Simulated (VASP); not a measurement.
Here is a VASP 6.6.1 calculation.

File INCAR:

```
SYSTEM = Fe
ALGO = Fast
EDIFF = 1E-6
ENCUT = 520
GGA = PE
ISIF = 2
ISMEAR = 0
ISPIN = 2
LASPH = .TRUE.
LCHARG = .FALSE.
LMAXMIX = 4
LORBIT = 11
LREAL = .FALSE.
LWAVE = .FALSE.
MAGMOM = 4 4
NBANDS = 19
NELM = 150
PREC = Accurate
SIGMA = 0.1
```

Contents of KPOINTS:

```
k-points
0
G
  9 9 4
  0 0 0
```

Contents of POSCAR:

```
Fe
1.0
    2.8433625940      0.0000000000      0.0000000000
   -1.4216812970      2.4624242386      0.0000000000
    0.0000000000      0.0000000000      4.4122423927
Fe
2
Direct
    0.3333333333      0.6666666667      0.2500000000
    0.6666666667      0.3333333333      0.7500000000
```

Potentials or basis: VASP PAW PBE potentials, release 64 (Fe).

Launch:

```bash
$ cat potpaw_PBE.64/Fe/POTCAR > POTCAR
$ mpirun -np 1 vasp_std > vasp.out
```

(1) What does it give for the pressure?

(2) Estimate the site moments.

(3) Estimate the net moment.

Answers

(1) -22.9 GPa.

(2) Fe +2.87 μB.

(3) 5.67 μB per cell.

Caveat: the cell stands under tension.
